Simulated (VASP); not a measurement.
Write the native input for VASP 6.6.1 that does the following.

* Task: electric field gradients
* Functional: PBE
* Potentials or basis: VASP PAW PBE potentials, release 64 (Ag, Cl)
* Cutoff: 520 eV
* k mesh: 8 × 8 × 8
* Occupations: fermi-dirac, width 0.02 eV
* Spin: no spin polarisation
* Dipole correction: no
* Further INCAR settings: ALGO = Normal; EDIFF = 1e-08; NBANDS = 16

The structure of AgCl lies in POSCAR:

```
AgCl
1.0
   -0.0831945000      2.7315527500      2.7315527500
    2.7315527500     -0.0831945000      2.7315527500
    2.7315527500      2.7315527500     -0.0831945000
Ag Cl
1 1
Direct
    0.5000000000      0.5000000000      0.5000000000
    0.0000000000      0.0000000000      0.0000000000
```

This cell differs from its parent crystal: equal xy, yz and zx shear strains of -3 %.

These files were run (other wordings do the same):

INCAR

```
ALGO     = Normal         # electronic algorithm
EDIFF    = 1E-8           # SCF threshold, eV
ENCUT    = 520            # plane-wave cutoff, eV
GGA      = PE             # functional
ISIF     = 2              # what is computed and relaxed
ISMEAR   = -1             # smearing method
LASPH    = True           # aspherical terms in the spheres
LCHARG   = False          # write CHGCAR
LEFG     = True         
LREAL    = False          # projectors in reciprocal space
LWAVE    = False          # write WAVECAR
NBANDS   = 16             # bands
NELM     = 100            # most SCF steps
PREC     = Accurate       # precision mode
SIGMA    = 0.02           # smearing width, eV
```

KPOINTS

```
k-points
0
Gamma
  8 8 8
```

Potentials or basis: VASP PAW PBE potentials, release 64 (Ag, Cl).

Run with:

```console
$ cat potpaw_PBE.64/Ag/POTCAR potpaw_PBE.64/Cl/POTCAR > POTCAR
$ mpirun -np 1 vasp_std > vasp.out
```

It gave:

- Pressure: 1.5 GPa
- Band gap on the k mesh: 0.87 eV, indirect (least direct gap 3.09 eV)

Caveat: the cell differs from its parent crystal (equal xy, yz and zx shear strains of -3 %); without QUAD_EFG the Cq values of the log hold for a quadrupole moment of 1 mb, not for the nuclei.

It took 36 s on 1 thread of Intel(R) Xeon(R) Platinum 8488C (Sapphire Rapids) (shared host), peak memory 0.18 GiB.
